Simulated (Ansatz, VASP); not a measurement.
# Hf: VASP beside Ansatz

```
CELL_PARAMETERS angstrom
-1.83460 1.83460 1.83460
1.83460 -1.83460 1.83460
1.83460 1.83460 -1.83460
ATOMIC_POSITIONS crystal
Hf 0.00000 0.00000 0.00000
```

Change from the starting cell: volume scaled by 1.05.

Alike in both runs: task single point; functional PBE; k mesh 16 × 16 × 16; occupations fermi-dirac, width 0.08 eV; no spin polarisation.

|  | VASP | Ansatz |
| --- | --- | --- |
| version | VASP 6.6.1 | Ansatz 0.2.0 |
| potentials or method | VASP PAW PBE potentials, release 64 (Hf_pv), cutoff 520 eV | all-electron LAPW, scalar-relativistic |

VASP gave:

* pressure (GPa): -8.8

Problem. What did Ansatz give for the same quantities?

Solution. Pressure (GPa): -8.5.

Ansatz ran all-electron here, and VASP with PAW potentials.

Spin-orbit coupling is off throughout.
